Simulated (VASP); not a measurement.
TiC:

```
Ti C
1.0
     0.00000    2.16572    2.16572
     2.16572    0.00000    2.16572
     2.16572    2.16572    0.00000
Ti C
1 1
Direct
  0.00000 0.00000 0.00000
  0.50000 0.50000 0.50000
```

| Property | Result |
| --- | --- |
| Program | VASP 6.6.1 |
| Task | relaxation of cell and atoms |
| Functional | PBEsol |
| Potentials or basis | VASP PAW PBE potentials, release 64 (Ti_sv, C) |
| Cutoff | 600 eV |
| k mesh | 11 × 11 × 11 |
| Occupations | fermi-dirac, width 0.05 eV |
| Spin | no spin polarisation |

At the start: pressure -6.5 GPa; volume 10.16 Å³/atom.

**Question.** Where does the relaxation end?

**Answer.** Over 3 steps the energy falls by 5.4 meV/atom and the volume is 9.90 Å³/atom (-2.5 %); space group Fm-3m (No. 225, to 0.05 Å).

Step by step:
| step | energy change (eV) | largest force (eV/Å) | pressure (GPa) | volume (Å³) |
| --- | --- | --- | --- | --- |
| 1 | 0.0000 | 0.0000 | -6.52 | 20.32 |
| 2 | 0.0092 | 0.0000 | 9.81 | 19.12 |
| 3 | -0.0108 | 0.0000 | -0.02 | 19.80 |

Final structure:
```
Ti C
1.0
     0.00000    2.14727    2.14727
     2.14727    0.00000    2.14727
     2.14727    2.14727    0.00000
Ti C
1 1
Cartesian
  0.0000 0.0000 0.0000
  2.1473 2.1473 2.1473
```

Caveat: the PAW data sets were made with another functional, which shifts forces and pressure a little.
